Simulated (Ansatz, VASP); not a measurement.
**Two plane-wave programs on Yb2CdS4**

File INCAR:

```
SYSTEM = Yb2CdS4
PREC     = Accurate       ! precision mode
ENCUT    = 520            ! plane-wave cutoff, eV
EDIFF    = 1E-6           ! SCF threshold, eV
ISMEAR   = -1             ! smearing method
SIGMA    = 0.1            ! smearing width, eV
LREAL    = .FALSE.        ! projectors in reciprocal space
LASPH    = .TRUE.         ! aspherical terms in the spheres
NELM     = 100            ! most SCF steps
ALGO     = Normal         ! electronic algorithm
ISIF     = 2              ! what is computed and relaxed
LWAVE    = .FALSE.        ! write WAVECAR
LCHARG   = .TRUE.         ! write CHGCAR
GGA      = PS             ! functional
LELF     = .TRUE.         ! ELF
LVHAR    = .TRUE.       
NBANDS   = 97             ! bands
```

The input KPOINTS:

```
Automatic mesh
0
G
  4 4 4
  0 0 0
```

The input POSCAR:

```
Yb2CdS4
1.0
    0.0000000000      5.4924150000      5.4924150000
    5.4924150000      0.0000000000      5.4924150000
    5.4924150000      5.4924150000      0.0000000000
S Yb Cd
8 4 2
Direct
    0.3770000000      0.3770000000      0.3770000000
    0.3810000000      0.8730000000      0.8730000000
    0.3770000000      0.3770000000      0.8690000000
    0.8730000000      0.3810000000      0.8730000000
    0.8690000000      0.3770000000      0.3770000000
    0.8730000000      0.8730000000      0.8730000000
    0.3770000000      0.8690000000      0.3770000000
    0.8730000000      0.8730000000      0.3810000000
    0.6250000000      0.6250000000      0.6250000000
    0.1250000000      0.6250000000      0.6250000000
    0.6250000000      0.6250000000      0.1250000000
    0.6250000000      0.1250000000      0.6250000000
    0.0000000000      0.0000000000      0.0000000000
    0.2500000000      0.2500000000      0.2500000000
```

Input for Ansatz:

```yaml
crystal:
  lattice:
    - [0.0, 5.492415, 5.492415]
    - [5.492415, 0.0, 5.492415]
    - [5.492415, 5.492415, 0.0]
  atoms:
    - { symbol: S, position: [0.377, 0.377, 0.377] }
    - { symbol: S, position: [0.381, 0.873, 0.873] }
    - { symbol: S, position: [0.377, 0.377, 0.869] }
    - { symbol: S, position: [0.873, 0.381, 0.873] }
    - { symbol: S, position: [0.869, 0.377, 0.377] }
    - { symbol: S, position: [0.873, 0.873, 0.873] }
    - { symbol: S, position: [0.377, 0.869, 0.377] }
    - { symbol: S, position: [0.873, 0.873, 0.381] }
    - { symbol: Yb, position: [0.625, 0.625, 0.625] }
    - { symbol: Yb, position: [0.125, 0.625, 0.625] }
    - { symbol: Yb, position: [0.625, 0.625, 0.125] }
    - { symbol: Yb, position: [0.625, 0.125, 0.625] }
    - { symbol: Cd, position: [0.0, 0.0, 0.0] }
    - { symbol: Cd, position: [0.25, 0.25, 0.25] }
kpoints:
  mp_grid: { grid: [4, 4, 4], shift: [0, 0, 0] }
  band_path:
    path:
      - [0.0, 0.0, 0.0]
      - [0.5, 0.0, 0.5]
      - [0.625, 0.25, 0.625]
      - [0.375, 0.375, 0.75]
      - [0.0, 0.0, 0.0]
      - [0.5, 0.5, 0.5]
      - [0.5, 0.25, 0.75]
      - [0.5, 0.0, 0.5]
    npoints: 10
magnetization:
  spin_polarized: false
scf:
  occupations: { method: fermi_dirac }
  lower_state_search: "off"
  max_iter: 200
hamiltonian:
  pseudopotentials: { kind: paw }
  xc: pbesol
basis:
  ecutwfc: 420
  fft_grid_basis: typed
output:
  forces: true
  stress: true
  eigenvalues: true
  bader: true
  populations: true
  elf: true
  write_potential: true
  volumetric_format: npy
  dos:
    e_range: [-12, 8]
    de: 0.05
    projected: { site_lists: { Cd: [Cd], S: [S], Yb: [Yb] } }
  write_density: true
checkpoint:
  read: saved_state
```

Alike in both runs: task single point; functional PBEsol; k mesh 4 × 4 × 4; no spin polarisation.

```csv
,VASP,Ansatz
version,VASP 6.6.1,Ansatz 0.2.0
potentials or method,"VASP PAW PBE potentials, release 64 (S, Yb, Cd), cutoff 520 eV",PAW plane waves
occupations,"fermi-dirac, width 0.1 eV",fermi-dirac
valence electrons in the cell,168,184
```

|  | VASP | Ansatz | Ansatz less VASP |
| --- | --- | --- | --- |
| pressure (GPa) | 0.5 | 0.3 | -0.25 |
| rms of the force components (eV/Å) | 0.572 | 0.552 | -0.0201 |

VASP's potentials were made for PBE, not for PBEsol. Atom by atom the forces differ by 0.020 eV/Å (rms over components). VASP's potentials hold 168 valence electrons a cell and Ansatz's 184, so a difference there can come from the potentials and not from the codes.

Neither program's run includes spin-orbit coupling.
